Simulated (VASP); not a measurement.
A run of VASP 6.6.1 is set up as follows.

The input INCAR:

```
SYSTEM = NaH
PREC     = Accurate       ! precision mode
ENCUT    = 520            ! plane-wave cutoff, eV
EDIFF    = 1E-8           ! SCF threshold, eV
ISMEAR   = 0              ! smearing method
SIGMA    = 0.01           ! smearing width, eV
LREAL    = .False.        ! projectors in reciprocal space
LASPH    = .True.         ! aspherical terms in the spheres
NELM     = 80             ! most SCF steps
ALGO     = Normal         ! electronic algorithm
ISIF     = 2              ! what is computed and relaxed
LWAVE    = .False.        ! write WAVECAR
LCHARG   = .False.        ! write CHGCAR
GGA      = PS             ! functional
NBANDS   = 11             ! bands
IBRION   = 8              ! ionic algorithm
NSW      = 1              ! ionic steps
```

File KPOINTS:

```
Automatic mesh
0
Gamma
  6 6 6
  0 0 0
```

File POSCAR:

```
NaH
1.0
    2.9551200000      0.0000000000      0.0000000000
    0.0000000000      2.9551200000      0.0000000000
    0.0000000000      0.0000000000      2.9551200000
Na H
1 1
Direct
    0.0000000000      0.0000000000      0.0000000000
    0.5000000000      0.5000000000      0.5000000000
```

Potentials or basis: VASP PAW PBE potentials, release 64 (Na_pv, H).

Run with:

```bash
$ cat potpaw_PBE.64/Na_pv/POTCAR potpaw_PBE.64/H/POTCAR > POTCAR
$ mpirun -np 1 vasp_std > vasp.out
```

Predict the highest phonon frequency at Γ, LO-TO splitting left out.

352 cm⁻¹.

Phonon frequencies in cm⁻¹ (negative: imaginary):
| q point | frequencies |
| --- | --- |
| (0.000, 0.000, 0.000) | -1 -1 -1 352 352 352 |
